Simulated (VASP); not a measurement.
## Hf: single point with PBE

Hf:

```
CELL_PARAMETERS angstrom
3.23600 0.00000 0.00000
-1.61800 2.80246 0.00000
0.00000 0.00000 5.11879
ATOMIC_POSITIONS crystal
Hf 0.33333 0.66667 0.25000
Hf 0.66667 0.33333 0.75000
```

This cell differs from its parent crystal: volume scaled by 1.03, then relaxed in part.

| Property | Result |
| --- | --- |
| Program | VASP 6.6.1 |
| Task | single point |
| Functional | PBE |
| Potentials or basis | VASP PAW PBE potentials, release 64 (Hf_pv) |
| Cutoff | 520 eV |
| k mesh | 18 × 18 × 8 |
| Occupations | gaussian, width 0.1 eV |
| Spin | no spin polarisation |

```yaml
Pressure: -3.4 GPa
Band_gap_on_the_k_mesh: zero (band 10 reaches 5.84 eV, above the bottom of band 11 at 4.24 eV)
```

Stress tensor (GPa, compression positive):
```
-3.36  0.00  0.00
 0.00 -3.36  0.00
 0.00  0.00 -3.60
```

Levels at points of the mesh, in eV from the Fermi level:
```tsv
k point	band 8	band 9	band 10	band 11	band 12	band 13
(0.00, 0.00, 0.00)	-3.60	0.52	1.16	1.16	1.43	1.94
(0.50, 0.00, 0.00)	-2.62	-2.12	-0.86	0.79	0.82	1.61
(0.00, 0.00, 0.50)	-5.35	0.15	0.15	1.06	1.06	1.06
(0.50, 0.00, 0.50)	-3.30	-0.93	-0.93	1.06	1.06	2.56
```

Wall time 51 s on 1 thread of Intel(R) Xeon(R) 6975P-C (Granite Rapids) (shared host), peak memory 0.24 GiB.

Caveat: spin-orbit coupling is left out, which moves the levels of the heavy elements.
